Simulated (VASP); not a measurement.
Here is a VASP 6.6.1 calculation.

INCAR

```
PREC = Accurate
ENCUT = 520
EDIFF = 1E-6
ISMEAR = -1
SIGMA = 0.05
LREAL = F
LASPH = T
NELM = 80
ALGO = Normal
ISIF = 2
LWAVE = F
LCHARG = F
GGA = CA
NBANDS = 12
```

File KPOINTS:

```
regular mesh
0
Gamma
  9 9 9
```

The input POSCAR:

```
As
1.0
    0.0000000000      2.8744485395      2.8744485395
    2.8744485395      0.0000000000      2.8744485395
    2.8744485395      2.8744485395      0.0000000000
As
2
Direct
   -0.2600000000     -0.0800000000     -0.0800000000
    0.2600000000      0.0800000000      0.0800000000
```

Potentials or basis: VASP PAW LDA potentials, release 64 (As).

Run with:

```console
$ cat potpaw_LDA.64/As/POTCAR > POTCAR
$ mpirun -np 1 vasp_std > vasp.out
```

(1) Estimate the band gap on the k mesh.

(2) Estimate the pressure.

(3) Predict the largest force.

Answers

(1) zero (bands 5 and 6 overlap by 0.66 eV).

(2) 84.2 GPa.

(3) 44.572 eV/Å.

Caveat: the cell differs from its parent crystal (shortest bond scaled by 0.64); atoms lie so close that the PAW spheres overlap strongly, which falsifies energies and pressures; the cell stands under pressure; forces of over 1 eV/Å act on the atoms, so gaps and moduli don't describe the material at rest.
